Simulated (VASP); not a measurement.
A run of VASP 6.6.1:

The input INCAR:

```
ALGO = Normal
EDIFF = 1E-6
ENCUT = 520
GGA = PS
ISIF = 2
ISMEAR = 0
LASPH = True
LCHARG = False
LREAL = False
LWAVE = False
NBANDS = 16
NELM = 100
PREC = Accurate
SIGMA = 0.15
```

Contents of KPOINTS:

```
k-points
0
Gamma
  16 16 16
```

File POSCAR:

```
YS
1.0
   -1.1522607962      2.3045215924      2.3045215924
    2.3045215924     -1.1522607962      2.3045215924
    2.3045215924      2.3045215924     -1.1522607962
Y S
1 1
Direct
    0.5000000000      0.5000000000      0.5000000000
    0.0000000000      0.0000000000      0.0000000000
```

Potentials or basis: VASP PAW PBE potentials, release 64 (Y_sv, S).

The run is started by

```console
$ cat potpaw_PBE.64/Y_sv/POTCAR potpaw_PBE.64/S/POTCAR > POTCAR
$ mpirun -np 1 vasp_std > vasp.out
```

Hardware: 1 thread of Oxide Virtual Turin-like Processor, on a shared host.

Question: How long does it take, and how much memory?

Answer: Run time: 2.7 min on 1 thread of Oxide Virtual Turin-like Processor, on a shared host, peak memory 0.22 GiB. Counts: scf iterations 13, k points 165.
